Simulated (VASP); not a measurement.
Here is a VASP 6.6.1 calculation.

File INCAR:

```
ALGO = Normal
EDIFF = 1E-6
ENCUT = 500
GGA = PS
GGA_COMPAT = False
ISIF = 2
ISMEAR = -1
LASPH = True
LCHARG = False
LREAL = False
LWAVE = False
NBANDS = 16
NELM = 120
PREC = Accurate
SIGMA = 0.05
```

The input KPOINTS:

```
k-points
0
Gamma
  10 10 8
```

POSCAR

```
ZrB2
1.0
    3.1700000000      0.0634000000      0.0000000000
   -1.5300939894      2.7136005300      0.0000000000
    0.0000000000      0.0000000000      3.5330000000
Zr B
1 2
Direct
    0.0000000000      0.0000000000      0.0000000000
    0.6666666667      0.3333333333      0.5000000000
    0.3333333333      0.6666666667      0.5000000000
```

Potentials or basis: VASP PAW PBE potentials, release 64 (Zr_sv, B).

Command:

```bash
$ cat potpaw_PBE.64/Zr_sv/POTCAR potpaw_PBE.64/B/POTCAR > POTCAR
$ mpirun -np 1 vasp_std > vasp.out
```

Question: Predict the pressure.

Answer: -3.4 GPa.

Question: What does it give for the band gap on the k mesh?

Answer: Zero (bands 9 and 10 overlap by 0.83 eV).

Question: Predict the largest force.

Answer: 0.064 eV/Å.

Stress tensor (GPa, compression positive):
```
 -3.12 -10.05   0.00
-10.05  -3.30   0.00
  0.00   0.00  -3.68
```

Caveat: the cell stands under tension; the PAW data sets were made with another functional, which shifts forces and pressure a little.
